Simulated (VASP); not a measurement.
Here is a VASP 6.6.1 calculation.

The input INCAR:

```
PREC     = Accurate       # precision mode
ENCUT    = 520            # plane-wave cutoff, eV
EDIFF    = 1E-7           # SCF threshold, eV
ISMEAR   = -1             # smearing method
SIGMA    = 0.05           # smearing width, eV
LREAL    = False          # projectors in reciprocal space
LASPH    = True           # aspherical terms in the spheres
NELM     = 60             # most SCF steps
ALGO     = Normal         # electronic algorithm
ISIF     = 2              # what is computed and relaxed
LWAVE    = False          # write WAVECAR
LCHARG   = False          # write CHGCAR
NBANDS   = 10             # bands
```

The input KPOINTS:

```
regular mesh
0
Gamma
  11 11 6
```

Contents of POSCAR:

```
Al
1.0
    2.8124553515      0.0000000000      0.0000000000
   -1.4062276757      2.4356577814      0.0000000000
    0.0000000000      0.0000000000      4.8668500000
Al
2
Direct
    0.3333333333      0.6666666667      0.2500000000
    0.6666666667      0.3333333333      0.7500000000
```

Potentials or basis: VASP PAW LDA potentials, release 64 (Al).

Run with:

```bash
$ cat potpaw_LDA.64/Al/POTCAR > POTCAR
$ mpirun -np 1 vasp_std > vasp.out
```

**Question.** Predict the pressure.

**Answer.** -3.0 GPa.

**Question.** What does it give for the band gap on the k mesh?

**Answer.** Zero (band 3 reaches 11.14 eV, above the bottom of band 4 at 4.74 eV).

Stress tensor (GPa, compression positive):
```
-1.64  0.00  0.00
 0.00 -1.64  0.00
 0.00  0.00 -5.62
```
